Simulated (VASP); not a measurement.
A run of VASP 6.6.1 is set up as follows.

Contents of INCAR:

```
SYSTEM = ErGaP2
ALGO = Normal
EDIFF = 1E-7
EDIFFG = -0.01
ENCUT = 500
GGA = PE
GGA_COMPAT = .False.
IBRION = 2
ISIF = 3
ISMEAR = 0
LASPH = .True.
LCHARG = .False.
LMAXMIX = 6
LREAL = .False.
LWAVE = .False.
NELM = 200
NELMIN = 4
NSW = 100
PREC = Accurate
SIGMA = 0.02
```

File KPOINTS:

```
k-points
0
Gamma
  10 10 6
  0 0 0
```

POSCAR

```
ErGaP2
1.0
    4.1132859145      0.0000000000      0.0000000000
    0.0000000000      4.1132859145      0.0000000000
    0.0000000000      0.0000000000      6.0525915030
Er Ga P
1 1 2
Direct
    0.5000000000      0.5000000000      0.5000000000
    0.0000000000      0.0000000000      0.0000000000
    0.0000000000      0.5000000000      0.2181420769
    0.5000000000      0.0000000000      0.7818579231
```

Potentials or basis: VASP PAW PBE potentials, release 64 (Er_3, Ga_d, P), 4f in core.

Run with:

```console
$ cat potpaw_PBE.64/Er_3/POTCAR potpaw_PBE.64/Ga_d/POTCAR potpaw_PBE.64/P/POTCAR > POTCAR
$ mpirun -np 1 vasp_std > vasp.out
```

Estimate the band gap on the k mesh.

0.31 eV (least direct gap 0.54 eV).

Predict the relaxed volume.

25.64 Å³/atom.

Estimate the space group after relaxing (to 0.1 Å).

P-4m2 (No. 115).

Final structure:
```
CELL_PARAMETERS angstrom
4.09731 0.00000 0.00000
0.00000 4.09731 0.00000
0.00000 0.00000 6.10997
ATOMIC_POSITIONS crystal
Er 0.50000 0.50000 0.50000
Ga 0.00000 0.00000 0.00000
P 0.00000 0.50000 0.21793
P 0.50000 0.00000 0.78207
```

Caveat: spin-orbit coupling is left out, which moves the levels of the heavy elements; the 4f electrons are frozen in the core, so they carry no moment and show no levels. A k mesh can miss the band edges.
